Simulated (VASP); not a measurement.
Write the native input for VASP 6.6.1 that does the following.

| Property | Result |
| --- | --- |
| Task | single point |
| Functional | RPBE |
| Potentials or basis | VASP PAW PBE potentials, release 64 (Cd, F) |
| Cutoff | 520 eV |
| k mesh | 6 × 6 × 6 |
| Occupations | fermi-dirac, width 0.3 eV |
| Spin | no spin polarisation |
| Dipole correction | no |
| Further INCAR settings | ALGO = Normal; EDIFF = 1e-06; NBANDS = 20 |

The structure of CdF2 lies in POSCAR:

```
CdF2
1.0
    0.0000000000      2.6201542978      2.6201542978
    2.6201542978      0.0000000000      2.6201542978
    2.6201542978      2.6201542978      0.0000000000
Cd F
1 2
Direct
    0.0000000000      0.0000000000      0.0000000000
    0.2500000000      0.2500000000      0.2500000000
    0.7500000000      0.7500000000      0.7500000000
```

The input as run:

INCAR

```
SYSTEM = CdF2
  PREC = Accurate
  ENCUT = 520
  EDIFF = 1E-6
  ISMEAR = -1
  SIGMA = 0.3
  LREAL = .FALSE.
  LASPH = .TRUE.
  NELM = 100
  ALGO = Normal
  ISIF = 2
  LWAVE = .FALSE.
  LCHARG = .TRUE.
  GGA = RP
  LELF = .TRUE.
  LVHAR = .TRUE.
  NBANDS = 20
```

KPOINTS

```
Automatic mesh
0
G
  6 6 6
  0 0 0
```

Potentials or basis: VASP PAW PBE potentials, release 64 (Cd, F).

The run is started by

```console
$ cat potpaw_PBE.64/Cd/POTCAR potpaw_PBE.64/F/POTCAR > POTCAR
$ mpirun -np 1 vasp_std > vasp.out
```

It gave:

```json
{
  "Pressure": "24.1 GPa",
  "Band gap on the k mesh": "3.59 eV, indirect (least direct gap 3.96 eV)"
}
```

Caveat: the PAW data sets were made with another functional, which shifts forces and pressure a little.

Run time: 12 s on 1 thread of AMD EPYC 7R13 Processor (Zen 3), with other jobs on the host, peak memory 0.13 GiB.
